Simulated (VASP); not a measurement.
Here is a VASP 6.6.1 calculation.

File INCAR:

```
  PREC = Accurate
  ENCUT = 500
  EDIFF = 1E-6
  ISMEAR = 0
  SIGMA = 0.01
  LREAL = False
  LASPH = True
  NELM = 200
  ALGO = Normal
  ISIF = 2
  LWAVE = False
  LCHARG = True
  MAGMOM = 0 0 0 0 0 0
  LORBIT = 11
  LSORBIT = True
  GGA_COMPAT = False
  LORBMOM = True
  GGA = CA
  LVHAR = True
  NBANDS = 32
```

Contents of KPOINTS:

```
regular mesh
0
Gamma
  6 6 6
```

Contents of POSCAR:

```
TlCl
1.0
    3.7123607147      0.0000000000      0.0000000000
    0.0000000000      3.7123607147      0.0000000000
    0.0000000000      0.0000000000      3.7123607147
Tl Cl
1 1
Direct
    0.0000000000      0.0000000000      0.0000000000
    0.5000000000      0.5000000000      0.5000000000
```

Potentials or basis: VASP PAW LDA potentials, release 64 (Tl_d, Cl).

Run with:

```console
$ cat potpaw_LDA.64/Tl_d/POTCAR potpaw_LDA.64/Cl/POTCAR > POTCAR
$ mpirun -np 1 vasp_ncl > vasp.out
```

(1) What does it give for the net moment?

(2) Estimate the pressure.

Answers

(1) 0.00 μB per cell.

(2) -0.7 GPa.
